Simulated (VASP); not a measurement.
Runs of VASP 6.6.1 on P. The structure is that of space group Pmna (No. 53), or close to it. The cells are those of the table. 

```tsv
cell	gap on the mesh (eV)	largest force (eV/Å)
a = 3.284, b = 34.875, c = 4.082 Å, 4 atoms	(a)	1.25
a = 3.284, b = 34.875, c = 4.259 Å, 4 atoms	0.43	0.60
a = 3.416, b = 36.270, c = 4.792 Å, 4 atoms	1.12	1.26
a = 3.022, b = 32.085, c = 4.792 Å, 4 atoms	0.54	2.01
a = 3.547, b = 37.665, c = 4.792 Å, 4 atoms	(b)	1.52
```

Alike in all rows: task single point; level PBEsol; potentials or basis VASP PAW PBE potentials, release 64 (P); no spin polarisation; k mesh 8 × 1 × 6; cutoff (eV) 520; smearing gaussian 0.05 eV.

**Question.** Fill in the values left out.

**Answer.** (a) 0.10; (b) 0.98.

Caveats: the PAW data sets were made with another functional, which shifts forces and pressure a little.

A k mesh can miss the band edges.
